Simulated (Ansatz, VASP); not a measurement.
## One calculation of Mo, two programs

INCAR

```
SYSTEM = Mo
ALGO = Fast
EDIFF = 1E-6
ENCUT = 520
GGA = PS
ISIF = 2
ISMEAR = 0
LASPH = .TRUE.
LCHARG = .TRUE.
LELF = .TRUE.
LREAL = .FALSE.
LVHAR = .TRUE.
LWAVE = .FALSE.
NBANDS = 13
NELM = 100
PREC = Accurate
SIGMA = 0.15
```

The input KPOINTS:

```
k-points
0
G
  26 26 26
  0 0 0
```

POSCAR

```
Mo
1.0
   -1.5646534271      1.6272395642      1.5646534271
    1.5646534271     -1.6272395642      1.5646534271
    1.5646534271      1.6272395642     -1.5646534271
Mo
1
Direct
    0.0000000000      0.0000000000      0.0000000000
```

Input for Ansatz:

```yaml
crystal:
  lattice:
    - [-1.5646534271, 1.6272395642, 1.5646534271]
    - [1.5646534271, -1.6272395642, 1.5646534271]
    - [1.5646534271, 1.6272395642, -1.5646534271]
  atoms:
    - { symbol: Mo, position: [0.0, 0.0, 0.0] }
basis:
  ecutwfc: 420
kpoints:
  mp_grid: { grid: [26, 26, 26] }
hamiltonian:
  xc: pbesol
scf:
  occupations: { method: gaussian, width: 0.15 }
output:
  forces: true
  stress: true
  eigenvalues: true
```

Change from the starting cell: strain +0.0400 x Voigt [0, 1, 0, 0, 0, 0], atoms carried along.

Alike in both runs: task single point; functional PBEsol; k mesh 26 × 26 × 26; occupations gaussian, width 0.15 eV; no spin polarisation.

```csv
,VASP,Ansatz
version,VASP 6.6.1,Ansatz 0.2.0
potentials or method,"VASP PAW PBE potentials, release 64 (Mo_sv), cutoff 520 eV","scalar-relativistic, plane waves, PAW"
valence electrons in the cell,14,14
```

VASP gave:

```
gap on the k mesh at the Fermi level (eV)                     : none
pressure (GPa)                                                : -9.3
traceless stress, the component that is largest in VASP (GPa) : -7.52
```

Estimate Ansatz's values.

gap on the k mesh at the Fermi level (eV): none; pressure (GPa): -9.8; traceless stress, the component that is largest in VASP (GPa): -7.52.

VASP's potentials were made for PBE, not for PBEsol. A gap of «none» marks a metal or a gap that the smearing closes. The functional is the same, so the differences come from potentials, cutoffs and numerics.
